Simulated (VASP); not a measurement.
# BN (P6_3/mmc) in VASP: further runs

The runs below take BN through relaxation of shape and atoms at fixed volume, relaxation of cell and atoms, with PBE.

Everything below comes from runs of VASP 6.6.1. Logs are shortened: lines on timing, memory, paths and dates and some standing lists are left out, and cuts for length are marked.

## Step 1: The cell of the first run

The structure is hexagonal, space group P6_3/mmc (No. 194). The conventional cell has a = 2.486 Å, b = 2.486 Å, c = 8.036 Å, α = 90.00°, β = 90.00°, γ = 120.00°. Within 1.9 Å of B (site symmetry -6m2) lie 3 N at 1.44 Å. N (site symmetry -6m2) has 3 B at 1.44 Å within 1.9 Å.

## Step 2: Relaxation of shape and atoms at fixed volume, PBE (10.75 Å³/atom)

INCAR

```
SYSTEM = BN
  ALGO = Normal
  EDIFF = 1E-7
  EDIFFG = -0.01
  ENCUT = 600
  GGA = PE
  IBRION = 2
  ISIF = 4
  ISMEAR = 0
  LASPH = .TRUE.
  LCHARG = .FALSE.
  LREAL = .FALSE.
  LWAVE = .FALSE.
  NELM = 80
  NSW = 50
  PREC = Accurate
  SIGMA = 0.02
```

KPOINTS

```
k-points
0
G
  12 12 4
  0 0 0
```

POSCAR

```
BN
1.0
    2.4856294952      0.0000000000      0.0000000000
   -1.2428147476      2.1526182873      0.0000000000
    0.0000000000      0.0000000000      8.0362506184
B N
2 2
Direct
    0.3333333333      0.6666666667      0.2500000000
    0.6666666667      0.3333333333      0.7500000000
    0.3333333333      0.6666666667      0.7500000000
    0.6666666667      0.3333333333      0.2500000000
```

Potentials or basis: VASP PAW PBE potentials, release 64 (B, N).

On the command line:

```bash
$ cat potpaw_PBE.64/B/POTCAR potpaw_PBE.64/N/POTCAR > POTCAR
$ mpirun -np 1 vasp_std > vasp.out
```

OUTCAR:

```text
SYSTEM = BN
   EDIFF = 1E-7
   EDIFFG = -0.01
   ENCUT = 600
   GGA = PE
   IBRION = 2
   ISIF = 4
   ISMEAR = 0
   LASPH = .TRUE.
   LREAL = .FALSE.
   NELM = 80
   NSW = 50
   PREC = Accurate

 ion  position               nearest neighbor table
   1  0.333  0.667  0.250-   4 1.44   4 1.44   4 1.44
   2  0.667  0.333  0.750-   3 1.44   3 1.44   3 1.44
   3  0.333  0.667  0.750-   2 1.44   2 1.44   2 1.44
   4  0.667  0.333  0.250-   1 1.44   1 1.44   1 1.44

  LATTYP: Found a hexagonal cell.
 ALAT       =     2.4856294952
 C/A-ratio  =     3.2330846709

  Lattice vectors:

 A1 = (   2.4856294952,   0.0000000000,   0.0000000000)
 A2 = (  -1.2428147476,   2.1526182873,   0.0000000000)
 A3 = (   0.0000000000,   0.0000000000,   8.0362506184)

Analysis of symmetry for initial positions (statically):
=====================================================================
 Subroutine PRICEL returns:
 Original cell was already a primitive cell.

 Routine SETGRP: Setting up the symmetry group for a
 hexagonal supercell.

 Subroutine GETGRP returns: Found 24 space group operations
 (whereof 12 operations were pure point group operations)
 out of a pool of 24 trial point group operations.

The static configuration has the point symmetry D_3d.
 The point group associated with its full space group is D_6h.

Analysis of symmetry for dynamics (positions and initial velocities):
=====================================================================
 Subroutine PRICEL returns:
 Original cell was already a primitive cell.

 Routine SETGRP: Setting up the symmetry group for a
 hexagonal supercell.

 Subroutine GETGRP returns: Found 24 space group operations
 (whereof 12 operations were pure point group operations)
 out of a pool of 24 trial point group operations.

The dynamic configuration has the point symmetry D_3d.
 The point group associated with its full space group is D_6h.

 Subroutine INISYM returns: Found 24 space group operations
 (whereof 12 operations are pure point group operations),
 and found     1 'primitive' translations

[... 166 lines left out ...]
    -1.242814748  2.152618287  0.000000000     0.000000000  0.464550546  0.000000000
     0.000000000  0.000000000  8.036250618     0.000000000  0.000000000  0.124436139

 POSITION                                       TOTAL-FORCE (eV/Angst)
 -----------------------------------------------------------------------------------
     -0.00000      1.43508      2.00906         0.000000      0.000000      0.000000
      1.24281      0.71754      6.02719        -0.000000     -0.000000      0.000000
     -0.00000      1.43508      6.02719        -0.000000      0.000000      0.000000
      1.24281      0.71754      2.00906         0.000000     -0.000000      0.000000
 -----------------------------------------------------------------------------------
    total drift:                               -0.000000      0.000000      0.000000

  FREE ENERGIE OF THE ION-ELECTRON SYSTEM (eV)
  ---------------------------------------------------
  free  energy   TOTEN  =       -35.1834279290 eV

  energy  without entropy=      -35.1834279290  energy(sigma->0) =      -35.18342793

--------------------------------------- Ionic step        2  -------------------------------------------

 number of electron      15.9999999 magnetization

 Free energy of the ion-electron system (eV)
  ---------------------------------------------------
  ext. energy  EPLUGINS =         0.00000000
  ---------------------------------------------------
  free energy    TOTEN  =       -35.21112306 eV

  energy without entropy =      -35.21112306  energy(sigma->0) =      -35.21112306

 E-fermi :   1.0876     XC(G=0):  -8.9459

 val. band max:        0.9884243726   @ k =   0.3333   0.3333   0.5000
 cond. band min:       5.4948617558   @ k =   0.5000  -0.0000   0.0000
 fundamental gap:      4.5064373832
 Fermi energy:         1.0876208639

 k-point     1 :       0.0000    0.0000    0.0000
  band No.  band energies     occupation
      1     -16.6543      2.00000
      2     -16.5832      2.00000
      3      -4.6205      2.00000
      4      -3.7585      2.00000
      5      -0.3598      2.00000
      6      -0.3598      2.00000
      7      -0.3540      2.00000
      8      -0.3540      2.00000
      9       5.5269      0.00000
     10       9.3477      0.00000
     11      11.7152      0.00000
     12      12.4891      0.00000
[... 331 lines left out ...]
 k-point    24 :       0.3333    0.0000    0.2500
  band No.  band energies     occupation
      1     -14.7090      2.00000
      2     -14.6746      2.00000
      3      -5.8670      2.00000
      4      -5.8578      2.00000
      5      -2.5827      2.00000
      6      -2.5751      2.00000
      7      -1.8121      2.00000
      8      -1.3390      2.00000
      9       7.8855      0.00000
     10       8.0944      0.00000
     11       9.2880      0.00000
     12      10.9529      0.00000

 [... further k-points ...]

------------------------ aborting loop because EDIFF is reached ----------------------------------------

  FORCE on cell =-STRESS in cart. coord.  units (eV):
  Direction    XX          YY          ZZ          XY          YZ          ZX
  --------------------------------------------------------------------------------------
  -------------------------------------------------------------------------------------
  Total       -0.0219059     -0.0219059     -0.0023888      0.0000000     -0.0000000      0.0000000
  in kB       -0.8162345     -0.8162345     -0.0890079      0.0000000     -0.0000000      0.0000000
  external PRESSURE =      -0.5738257 kB  Pullay stress =       0.0000000 kB

 VOLUME and BASIS-vectors are now :
 -----------------------------------------------------------------------------
  energy-cutoff  :      600.00
  volume of cell :       43.00
      direct lattice vectors                 reciprocal lattice vectors
     2.512308071  0.000000000  0.000000000     0.398040356  0.229808707 -0.000000000
    -1.256154036  2.175722612 -0.000000000     0.000000000  0.459617414 -0.000000000
     0.000000000  0.000000000  7.866480538    -0.000000000  0.000000000  0.127121652

 POSITION                                       TOTAL-FORCE (eV/Angst)
 -----------------------------------------------------------------------------------
     -0.00000      1.45048      1.96662         0.000000     -0.000000      0.000000
      1.25615      0.72524      5.89986        -0.000000      0.000000     -0.000000
     -0.00000      1.45048      5.89986         0.000000      0.000000     -0.000000
      1.25615      0.72524      1.96662        -0.000000      0.000000     -0.000000
 -----------------------------------------------------------------------------------
    total drift:                               -0.000000      0.000000      0.000000

  FREE ENERGIE OF THE ION-ELECTRON SYSTEM (eV)
  ---------------------------------------------------
  free  energy   TOTEN  =       -35.2111230595 eV

  energy  without entropy=      -35.2111230595  energy(sigma->0) =      -35.21112306

 reached required accuracy - stopping structural energy minimisation
```

CONTCAR:

```text
BN
   1.00000000000000
     2.5123080710429457    0.0000000000000000    0.0000000000000000
    -1.2561540355214729    2.1757226117212896   -0.0000000000000000
     0.0000000000000000    0.0000000000000000    7.8664805380939153
  B               N
     2     2
Direct
     0.3333333332999970    0.6666666667000030    0.2500000000000000
     0.6666666667000030    0.3333333332999970    0.7500000000000000
     0.3333333332999970    0.6666666667000030    0.7500000000000000
     0.6666666667000030    0.3333333332999970    0.2500000000000000

  0.00000000E+00  0.00000000E+00  0.00000000E+00
  0.00000000E+00  0.00000000E+00  0.00000000E+00
  0.00000000E+00  0.00000000E+00  0.00000000E+00
  0.00000000E+00  0.00000000E+00  0.00000000E+00
```

Run time: 92 s. Hardware: 1 thread of Intel Xeon 8259CL, shared host; peak memory 0.18 GiB.

Results:

```yaml
Free_energy: -35.2111 eV
Energy_gained_by_relaxing: 6.9 meV/atom
Ionic_steps: 2
Pressure_after_relaxing: -0.1 GPa
Band_gap_on_the_k_mesh: 4.51 eV (least direct gap 4.65 eV)
```

Step by step:
```tsv
step	energy change (eV)	largest force (eV/Å)	pressure (GPa)	volume (Å³)
1	0.0000	0.0000	6.49	43.00
2	-0.0277	0.0000	-0.06	43.00
```

Final structure:
```
B N
1.0
     2.51231    0.00000    0.00000
    -1.25615    2.17572    0.00000
     0.00000    0.00000    7.86648
B N
2 2
Direct
  0.33333 0.66667 0.25000
  0.66667 0.33333 0.75000
  0.33333 0.66667 0.75000
  0.66667 0.33333 0.25000
```

Levels at points of the mesh, in eV from the valence-band top:
```
           k point  band 6  band 7  band 8  band 9  band 10  band 11
(0.00, 0.00, 0.00)   -1.35   -1.34   -1.34    4.54     8.36    10.73
(0.50, 0.00, 0.00)   -4.11   -1.08   -0.72    4.51     5.11     9.41
(0.00, 0.00, 0.50)   -1.35   -1.35   -1.35    6.06     6.06    11.51
(0.50, 0.00, 0.50)   -4.12   -0.90   -0.90    4.76     4.76     9.71
```

Caveat: this functional lacks dispersion, which binds layers or chains, so the pressure and a relaxed spacing across them are unreliable. A k mesh can miss the band edges.

## Step 3: Relaxation of shape and atoms at fixed volume, PBE (11.09 Å³/atom)

This run uses another cell than the first one, of 11.09 Å³/atom.

INCAR

```
PREC = Accurate ; ENCUT = 600
EDIFF = 1E-6 ; ISMEAR = 0
SIGMA = 0.02 ; LREAL = F
LASPH = T ; NELM = 80
ALGO = Normal ; ISIF = 4
LWAVE = F ; LCHARG = F
GGA = PE ; IBRION = 2
NSW = 50 ; EDIFFG = -0.01
```

KPOINTS

```
Automatic mesh
0
Gamma
  12 12 4
```

POSCAR

```
BN
1.0
    2.4867996077      0.0000000000      0.0000000000
   -1.2433998038      2.1536316344      0.0000000000
    0.0000000000      0.0000000000      8.2849245936
B N
2 2
Direct
    0.3333333333      0.6666666667      0.2500000000
    0.6666666667      0.3333333333      0.7500000000
    0.3333333333      0.6666666667      0.7500000000
    0.6666666667      0.3333333333      0.2500000000
```

Potentials or basis: VASP PAW PBE potentials, release 64 (B, N).

On the command line:

```bash
$ cat potpaw_PBE.64/B/POTCAR potpaw_PBE.64/N/POTCAR > POTCAR
$ mpirun -np 1 vasp_std > vasp.out
```

Run time: 98 s. Hardware: 1 thread of Intel Xeon 8259CL, shared host; peak memory 0.18 GiB.

It converged, with:

```yaml
Free_energy: -35.2127 eV
Energy_gained_by_relaxing: 6.5 meV/atom
Ionic_steps: 2
Pressure_after_relaxing: -0.1 GPa
Band_gap_on_the_k_mesh: 4.46 eV (least direct gap 4.65 eV)
```

Step by step:
| step | energy change (eV) | largest force (eV/Å) | pressure (GPa) | volume (Å³) |
| --- | --- | --- | --- | --- |
| 1 | 0.0000 | 0.0000 | 5.98 | 44.37 |
| 2 | -0.0259 | 0.0000 | -0.14 | 44.37 |

Final structure:
```
B N
1.0
     2.51248    0.00000    0.00000
    -1.25624    2.17587    0.00000
     0.00000    0.00000    8.11644
B N
2 2
Direct
  0.33333 0.66667 0.25000
  0.66667 0.33333 0.75000
  0.33333 0.66667 0.75000
  0.66667 0.33333 0.25000
```

Levels at points of the mesh, in eV from the valence-band top:
```csv
k point,band 4,band 5,band 6,band 7,band 8,band 9,band 10,band 11,band 12
"(0.00, 0.00, 0.00)",-4.83,-1.35,-1.35,-1.35,-1.35,4.46,8.04,10.39,11.51
"(0.50, 0.00, 0.00)",-8.84,-4.12,-4.11,-1.04,-0.75,4.54,5.05,9.41,9.87
"(0.00, 0.00, 0.50)",-5.21,-1.35,-1.35,-1.35,-1.35,5.85,5.85,11.51,11.51
"(0.50, 0.00, 0.50)",-8.85,-4.12,-4.12,-0.90,-0.90,4.76,4.76,9.70,9.70
```

Caveat: this functional lacks dispersion, which binds layers or chains, so the pressure and a relaxed spacing across them are unreliable.

## Step 4: Relaxation of cell and atoms, PBE

This run uses another cell than the first one, of 11.44 Å³/atom.

INCAR

```
PREC     = Accurate       # precision mode
ENCUT    = 600            # plane-wave cutoff, eV
EDIFF    = 1E-7           # SCF threshold, eV
ISMEAR   = 0              # smearing method
SIGMA    = 0.02           # smearing width, eV
LREAL    = F              # projectors in reciprocal space
LASPH    = T              # aspherical terms in the spheres
NELM     = 60             # most SCF steps
ALGO     = Normal         # electronic algorithm
ISIF     = 3              # what is computed and relaxed
LWAVE    = F              # write WAVECAR
LCHARG   = F              # write CHGCAR
GGA      = PE             # functional
IBRION   = 2              # ionic algorithm
NSW      = 100            # ionic steps
EDIFFG   = -0.005         # ionic threshold
```

KPOINTS

```
regular mesh
0
Gamma
  12 12 4
```

POSCAR

```
BN
1.0
    2.5121768666      0.0000000000      0.0000000000
   -1.2560884333      2.1756089853      0.0000000000
    0.0000000000      0.0000000000      8.3694704798
B N
2 2
Direct
    0.3333333333      0.6666666667      0.2500000000
    0.6666666667      0.3333333333      0.7500000000
    0.3333333333      0.6666666667      0.7500000000
    0.6666666667      0.3333333333      0.2500000000
```

On the command line:

```bash
$ cat potpaw_PBE.64/B/POTCAR potpaw_PBE.64/N/POTCAR > POTCAR
$ mpirun -np 1 vasp_std > vasp.out
```

Run time: 9.3 min. Hardware: 1 thread of Intel Xeon 8259CL, shared host; peak memory 0.19 GiB.

Results (log left out):

```
Free energy                           : -35.2158 eV
Relaxed volume                        : 10.74 Å³/atom
Relaxed cell                          : a = 2.512 Å, b = 2.512 Å, c = 7.859 Å, α = 90.00°, β = 90.00°, γ = 120.00°
Space group after relaxing (to 0.1 Å) : P6_3/mmc (No. 194)
Energy gained by relaxing             : 0.5 meV/atom
Ionic steps                           : 18
Pressure after relaxing               : 0.0 GPa
Band gap on the k mesh                : 4.51 eV (least direct gap 4.65 eV)
```

Step by step:
| step | energy change (eV) | largest force (eV/Å) | pressure (GPa) | volume (Å³) |
| --- | --- | --- | --- | --- |
| 1 | 0.0000 | 0.0000 | -0.08 | 45.74 |
| 2 | 0.0000 | 0.0000 | -0.01 | 45.70 |
| 3 | -0.0001 | 0.0000 | 0.09 | 45.65 |
| 4 | -0.0001 | 0.0000 | 0.30 | 45.53 |
| 5 | -0.0001 | 0.0000 | 0.22 | 45.58 |
| 6 | -0.0001 | 0.0000 | 0.22 | 45.57 |
| 7 | -0.0001 | 0.0000 | 0.22 | 45.56 |
| 8 | -0.0001 | 0.0000 | 0.22 | 45.53 |
| 9 | -0.0002 | 0.0000 | 0.22 | 45.49 |
| 10 | -0.0003 | 0.0000 | 0.21 | 45.39 |
| 11 | -0.0005 | 0.0000 | 0.20 | 45.19 |
| 12 | -0.0009 | 0.0000 | 0.18 | 44.80 |
| 13 | -0.0015 | 0.0000 | 0.14 | 44.01 |
| 14 | -0.0019 | 0.0000 | 0.09 | 42.43 |
| 15 | -0.0019 | 0.0000 | 0.10 | 42.98 |
| 16 | -0.0019 | 0.0000 | 0.10 | 42.91 |
| 17 | -0.0019 | 0.0000 | -0.36 | 43.08 |
| 18 | -0.0019 | 0.0000 | 0.01 | 42.95 |

Final structure:
```cif
data_structure
_symmetry_space_group_name_H-M 'P 1'
_symmetry_Int_Tables_number 1
_cell_length_a 2.5120
_cell_length_b 2.5120
_cell_length_c 7.8586
_cell_angle_alpha 90.000
_cell_angle_beta 90.000
_cell_angle_gamma 120.000
_cell_volume 42.95
loop_
_atom_site_label
_atom_site_type_symbol
_atom_site_fract_x
_atom_site_fract_y
_atom_site_fract_z
_atom_site_occupancy
B1 B 0.33333 0.66667 0.25000 1
B2 B 0.66667 0.33333 0.75000 1
N1 N 0.33333 0.66667 0.75000 1
N2 N 0.66667 0.33333 0.25000 1
```

Levels at points of the mesh, in eV from the valence-band top:
```tsv
k point	band 4	band 5	band 6	band 7	band 8	band 9	band 10	band 11	band 12
(0.00, 0.00, 0.00)	-4.75	-1.35	-1.35	-1.34	-1.34	4.54	8.37	10.74	11.50
(0.50, 0.00, 0.00)	-8.84	-4.12	-4.11	-1.08	-0.72	4.51	5.11	9.41	9.88
(0.00, 0.00, 0.50)	-5.21	-1.34	-1.34	-1.34	-1.34	6.07	6.07	11.52	11.52
(0.50, 0.00, 0.50)	-8.85	-4.12	-4.12	-0.90	-0.90	4.76	4.76	9.72	9.72
```

Caveat: this functional lacks dispersion, which binds layers or chains, so the pressure and a relaxed spacing across them are unreliable. A k mesh can miss the band edges.

## Step 5: Overview

| task | cell | gap on the mesh (eV) | pressure (GPa) | relaxed volume (Å³/atom) |
| --- | --- | --- | --- | --- |
| relaxation of shape and atoms at fixed volume | relaxed from a = 2.486, b = 2.486, c = 8.036 Å, angles 90.0, 90.0, 120.0°, 4 atoms | 4.51 | -0.1 | 10.75 |
| relaxation of shape and atoms at fixed volume | relaxed from a = 2.487, b = 2.487, c = 8.285 Å, angles 90.0, 90.0, 120.0°, 4 atoms | 4.46 | -0.1 | 11.09 |
| relaxation of cell and atoms | relaxed from a = 2.512, b = 2.512, c = 8.369 Å, angles 90.0, 90.0, 120.0°, 4 atoms | 4.51 | 0.0 | 10.74 |

Alike in all rows: level PBE; potentials or basis VASP PAW PBE potentials, release 64 (B, N); no spin polarisation; k mesh 12 × 12 × 4; cutoff (eV) 600; smearing gaussian 0.02 eV.

Caveats: this functional lacks dispersion, which binds layers or chains, so the pressure and a relaxed spacing across them are unreliable.

Absolute energies hang on the potentials; compare differences alone.
